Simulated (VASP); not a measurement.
Set up this calculation in VASP 6.6.1, as the native input.

* Task: single point
* Functional: PBEsol
* Potentials or basis: VASP PAW PBE potentials, release 64 (Si, Ni)
* Cutoff: 520 eV
* k mesh: 14 × 14 × 14
* Occupations: gaussian, width 0.15 eV
* Spin: no spin polarisation
* Dipole correction: no
* Further INCAR settings: ALGO = Fast; EDIFF = 1e-06; NBANDS = 25

The structure of SiNi3 lies in POSCAR:

```
SiNi3
1.0
    3.4612457436      0.0000000000      0.0000000000
    0.0000000000      3.4612457436      0.0000000000
    0.0000000000      0.0000000000      3.4612457436
Si Ni
1 3
Direct
    0.0000000000      0.0000000000      0.0000000000
    0.0000000000      0.6263995776      0.5000000000
    0.5000000000      0.1263995776      0.5000000000
    0.5000000000      0.6263995776      0.0000000000
```

This cell differs from its parent crystal: all Ni atoms moved +0.438 Å, as atom 2 along Cartesian [0 1 0].

One way to write it, as run:

INCAR

```
PREC     = Accurate       # precision mode
ENCUT    = 520            # plane-wave cutoff, eV
EDIFF    = 1E-6           # SCF threshold, eV
ISMEAR   = 0              # smearing method
SIGMA    = 0.15           # smearing width, eV
LREAL    = F              # projectors in reciprocal space
LASPH    = T              # aspherical terms in the spheres
NELM     = 80             # most SCF steps
ALGO     = Fast           # electronic algorithm
ISIF     = 2              # what is computed and relaxed
LWAVE    = F              # write WAVECAR
LCHARG   = T              # write CHGCAR
GGA      = PS             # functional
LELF     = T              # ELF
LVHAR    = T            
NBANDS   = 25             # bands
```

KPOINTS

```
Automatic mesh
0
Gamma
  14 14 14
```

Potentials or basis: VASP PAW PBE potentials, release 64 (Si, Ni).

Run with:

```sh
$ cat potpaw_PBE.64/Si/POTCAR potpaw_PBE.64/Ni/POTCAR > POTCAR
$ mpirun -np 1 vasp_std > vasp.out
```

Results of the run:

```yaml
Pressure: 11.5 GPa
Largest_force: 3.599 eV/Å
Band_gap_on_the_k_mesh: zero (bands 17 and 18 overlap by 0.36 eV)
```

Caveat: the cell differs from its parent crystal (all Ni atoms moved +0.438 Å, as atom 2 along Cartesian [0 1 0]); the cell stands under pressure; the PAW data sets were made with another functional, which shifts forces and pressure a little.

Wall time 2.3 min on 1 thread of Intel(R) Xeon(R) 6975P-C (Granite Rapids), on a shared host, peak memory 0.35 GiB.
